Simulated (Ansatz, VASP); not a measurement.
Given: the input of a run of VASP 6.6.1 on ZrB.

INCAR

```
SYSTEM = ZrB
  ALGO = Normal
  EDIFF = 1E-6
  EDIFFG = -0.01
  ENCUT = 600
  GGA = PS
  IBRION = 2
  ISIF = 3
  ISMEAR = -1
  IVDW = 12
  LASPH = .True.
  LCHARG = .False.
  LREAL = .False.
  LWAVE = .False.
  NELM = 100
  NSW = 60
  PREC = Accurate
  SIGMA = 0.05
```

Contents of KPOINTS:

```
k-points
0
Gamma
  10 10 7
  0 0 0
```

POSCAR

```
ZrB
1.0
    1.9614334600     -1.9857162700      0.0000000000
    1.9614334600      1.9857162700      0.0000000000
    0.0000000000      0.0000000000      4.0139456300
Zr B
1 1
Direct
    0.0000000000      0.0000000000      0.5000000000
    0.5000000000      0.5000000000      0.5000000000
```

Potentials or basis: VASP PAW PBE potentials, release 64 (Zr_sv, B).

Launch:

```sh
$ cat potpaw_PBE.64/Zr_sv/POTCAR potpaw_PBE.64/B/POTCAR > POTCAR
$ mpirun -np 1 vasp_std > vasp.out
```

Problem. Set up the same calculation for Ansatz 0.2.0. Potentials there: Ansatz PAW.

Solution. As run (the cutoff follows the program's own potentials):

Contents of input.yaml:

```yaml
crystal:
  lattice:
    - [1.96143346, -1.98571627, 0.0]
    - [1.96143346, 1.98571627, 0.0]
    - [0.0, 0.0, 4.01394563]
  atoms:
    - { symbol: Zr, position: [0.0, 0.0, 0.5] }
    - { symbol: B, position: [0.5, 0.5, 0.5] }
hamiltonian:
  xc: pbesol
  pseudopotentials: { kind: paw }
  dispersion: d3bj
kpoints:
  mp_grid: { grid: [10, 10, 7] }
scf:
  occupations: { method: fermi_dirac, width: 0.05 }
output:
  forces: true
  stress: true
  eigenvalues: true
relax:
  f_tol: 0.01
  max_steps: 40
  cell: { stress_tol: 0.05 }
```

Potentials or basis: Ansatz PAW.

Command:

```sh
$ ansatz run input.yaml --threads 2 --pin off --max-ram 5632MiB --backend cpu --events-out ev --progress --plain --runs-dir out
```

Both were run:

|  | VASP | Ansatz | Ansatz less VASP |
| --- | --- | --- | --- |
| gap on the k mesh at the Fermi level, each at its own relaxed structure (eV) | none | none | - |
| relaxed volume (Å³/atom) | 16.00 | 15.98 | -0.023 |
| relaxed cell length with the largest relative difference (Å) | 2.849 | 2.847 | -0.0014 |

VASP's potentials were made for PBE, not for PBEsol. A gap of «none» marks a metal or a gap that the smearing closes.

Noted on Ansatz's run: the plane-wave basis is chosen anew once the cell has moved, so the energies of steps on either side of that aren't comparable.
